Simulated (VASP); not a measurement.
Write the native input for VASP 6.6.1 that does the following.

```yaml
Task: single point
Functional: PBE
Potentials_or_basis: VASP PAW PBE potentials, release 64 (Be)
Cutoff: 520 eV
k_mesh: 20 × 20 × 20
Occupations: fermi-dirac, width 0.08 eV
Spin: no spin polarisation
Dipole_correction: no
Further_INCAR_settings: ALGO = Normal; EDIFF = 1e-07; NBANDS = 7
```

The structure of Be lies in POSCAR:

```
Be
1.0
    0.0000000000      1.1633444247      1.1633444247
    1.1633444247      0.0000000000      1.1633444247
    1.1633444247      1.1633444247      0.0000000000
Be
1
Direct
    0.0000000000      0.0000000000      0.0000000000
```

This cell differs from its parent crystal: volume scaled by 0.4.

The input as run:

INCAR

```
SYSTEM = Be
PREC = Accurate ; ENCUT = 520
EDIFF = 1E-7 ; ISMEAR = -1
SIGMA = 0.08 ; LREAL = .FALSE.
LASPH = .TRUE. ; NELM = 60
ALGO = Normal ; ISIF = 2
LWAVE = .FALSE. ; LCHARG = .FALSE.
GGA = PE ; NBANDS = 7
```

KPOINTS

```
regular mesh
0
G
  20 20 20
  0 0 0
```

Potentials or basis: VASP PAW PBE potentials, release 64 (Be).

Run with:

```sh
$ cat potpaw_PBE.64/Be/POTCAR > POTCAR
$ mpirun -np 1 vasp_std > vasp.out
```

Results of the run:

```json
{
 "Pressure": "513.5 GPa",
 "Band gap on the k mesh": "zero (band 1 reaches 19.88 eV, above the bottom of band 2 at 17.98 eV)"
}
```

Run time: 3.4 s on 1 thread of Intel Xeon 6975P-C, with other jobs on the host, peak memory 0.1 GiB.
